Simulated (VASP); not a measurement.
A run of VASP 6.6.1 is set up as follows.

INCAR

```
SYSTEM = AlCr2C
PREC = Accurate
ENCUT = 520
EDIFF = 1E-6
ISMEAR = 0
SIGMA = 0.03
LREAL = .False.
LASPH = .True.
NELM = 100
ALGO = Normal
ISIF = 2
LWAVE = .False.
LCHARG = .False.
GGA = PE
NBANDS = 41
```

KPOINTS

```
Automatic mesh
0
Gamma
  21 21 4
  0 0 0
```

File POSCAR:

```
AlCr2C
1.0
    2.8397221178      0.0000000000      0.0000000000
   -1.4198610589      2.4592714937      0.0000000000
    0.0000000000      0.0000000000     12.7052181862
Al Cr C
2 4 2
Direct
    0.6666666667      0.3333333333      0.2500000000
    0.3333333333      0.6666666667      0.7500000000
    0.3333333333      0.6666666667      0.4157071480
    0.6666666667      0.3333333333      0.9157071480
    0.6666666667      0.3333333333      0.5842928520
    0.3333333333      0.6666666667      0.0842928520
    0.0000000000      0.0000000000      0.5000000000
    0.0000000000      0.0000000000      0.0000000000
```

Potentials or basis: VASP PAW PBE potentials, release 64 (Al, Cr_pv, C).

Launch:

```bash
$ cat potpaw_PBE.64/Al/POTCAR potpaw_PBE.64/Cr_pv/POTCAR potpaw_PBE.64/C/POTCAR > POTCAR
$ mpirun -np 1 vasp_std > vasp.out
```

(1) What does it give for the band gap on the k mesh?

(2) Estimate the pressure.

(3) Estimate the largest force.

Results:

(1) zero (band 31 reaches 10.34 eV, above the bottom of band 32 at 9.50 eV).

(2) 0.1 GPa.

(3) 0.042 eV/Å.
